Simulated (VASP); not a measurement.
SnBr4Cl: single point with PBE

The system is SnBr4Cl.

```
Sn Br Cl
1.0
     0.00000    4.36175    4.36175
     4.36175    0.00000    4.36175
     4.36175    4.36175    0.00000
Sn Br Cl
1 4 1
Direct
  0.75000 0.75000 0.75000
  0.87537 0.37488 0.37488
  0.37488 0.37488 0.37488
  0.37488 0.37488 0.87537
  0.37488 0.87537 0.37488
  0.00000 0.00000 0.00000
```

- Program: VASP 6.6.1
- Task: single point
- Functional: PBE
- Potentials or basis: VASP PAW PBE potentials, release 64 (Sn_d, Br, Cl)
- Cutoff: 520 eV
- k mesh: 8 × 8 × 8
- Occupations: gaussian, width 0.1 eV
- Spin: no spin polarisation

```yaml
Pressure: 0.0 GPa
```

Levels at points of the mesh, in eV from the Fermi level:
| k point | band 20 | band 21 | band 22 | band 23 | band 24 | band 25 | band 26 | band 27 | band 28 | band 29 |
| --- | --- | --- | --- | --- | --- | --- | --- | --- | --- | --- |
| (0.00, 0.00, 0.00) | -1.28 | -0.19 | -0.19 | -0.19 | 0.27 | 0.27 | 0.27 | 2.07 | 2.07 | 2.07 |
| (0.50, 0.00, 0.00) | -2.11 | -1.13 | -0.63 | -0.63 | -0.17 | 0.40 | 0.40 | 1.40 | 2.14 | 2.14 |
| (0.50, 0.50, 0.00) | -1.96 | -1.89 | -0.80 | -0.62 | -0.62 | 0.26 | 0.26 | 1.51 | 1.93 | 1.93 |

It took 8 min on 1 thread of AMD EPYC 7R13, with other jobs on the host, peak memory 0.37 GiB.

Caveat: spin-orbit coupling is left out, which moves the levels of the heavy elements; an odd number of electrons without spin polarisation forces a metal; a magnetic or distorted state may lie lower.
